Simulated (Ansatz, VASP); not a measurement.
# AlSi16: VASP beside Ansatz

```
Si Al
1.0
     0.00000    5.43000    5.43000
     5.43000    0.00000    5.43000
     5.43000    5.43000    0.00000
Si Al
16 1
Cartesian
  -0.0904 0.0914 -0.0166
  1.3212 1.4132 1.3886
  2.6979 2.7331 0.0122
  4.0178 4.1099 1.3886
  2.7261 0.0909 2.8000
  4.0246 1.4066 4.1147
  5.3403 2.7051 2.7998
  6.7514 4.1097 4.1227
  -0.0496 2.7425 2.7603
  1.3173 4.1136 4.0949
  2.6884 5.4806 2.7603
  4.0415 6.8194 4.0992
  2.7155 2.7156 5.4246
  4.0455 4.1133 6.8233
  5.3803 5.4806 5.4525
  6.7477 6.8154 6.8232
  6.7367 4.1247 1.4021
```

Alike in both runs: functional PBEsol; k mesh 2 × 2 × 2; occupations fermi-dirac, width 0.02 eV; collinear spin.

Ansatz relaxed the structure, and its values are those at the end. VASP's run is a single point on that final structure, the one shown.

|  | VASP | Ansatz |
| --- | --- | --- |
| version | VASP 6.6.1 | Ansatz 0.2.0 |
| potentials or method | VASP PAW PBE potentials, release 64 (Si, Al), cutoff 520 eV | scalar-relativistic, plane waves, PAW |
| valence electrons in the cell | 67 | 67 |

VASP gave:

- rms of the force components (eV/Å): 0.011
- net moment per atom (μB): 0.00

Q: Which values does Ansatz return?

A: rms of the force components (eV/Å): 0.012; net moment per atom (μB): 0.00.

VASP's potentials were made for PBE, not for PBEsol, and Ansatz warns of the same on its side. The functional is the same, so the differences come from potentials, cutoffs and numerics. Ansatz's warnings: seeded moment not kept.

The k mesh is coarse, so the values compare programs but aren't converged.
